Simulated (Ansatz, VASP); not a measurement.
# One calculation of Zn5Se2S3, two programs

```xyz
10
Lattice="0.0001 -3.9451 0.0001 3.9454 -0.0001 0.0002 -1.9738 1.9727 13.8114" Properties=species:S:1:pos:R:3 pbc="T T T"
Zn    1.9714   -1.9721    5.5866
Zn   -0.0007   -0.0003    8.2249
Zn    1.9728   -1.9732   10.8691
Zn    1.9724   -1.9716    0.0000
Zn    0.0004   -0.0005    2.9425
Se    1.9715   -0.0003   12.3399
Se    1.9729    0.0006    1.4723
S     1.9719    0.0002    6.9058
S     0.0000   -1.9726    9.5450
S    -0.0011   -1.9727    4.2666
```

Change from the starting cell: cell x1, atoms moved at random (sigma 0.05 Å) and cell strained at random (1.5 %), then relaxed without symmetry.

Alike in both runs: functional PBE; k mesh 4 × 4 × 4; occupations gaussian, width 0.1 eV; no spin polarisation.

Ansatz relaxed the structure, and its values are those at the end. VASP's run is a single point on that final structure, the one shown.

|  | VASP | Ansatz |
| --- | --- | --- |
| version | VASP 6.6.1 | Ansatz 0.2.0 |
| potentials or method | VASP PAW PBE potentials, release 64 (Zn, Se, S), cutoff 520 eV | scalar-relativistic, plane waves, PAW |
| valence electrons in the cell | 90 | 110 |

|  | VASP | Ansatz | Ansatz less VASP |
| --- | --- | --- | --- |
| gap on the k mesh at the Fermi level (eV) | 1.54 | 1.54 | -0.002 |
| least direct gap on the mesh (eV) | 1.54 | 1.54 | -0.002 |
| pressure (GPa) | 0.2 | 0.0 | -0.18 |
| rms of the force components (eV/Å) | 0.007 | 0.007 | -0.0008 |

VASP's potentials hold 90 valence electrons a cell and Ansatz's 110, so a difference there can come from the potentials and not from the codes.
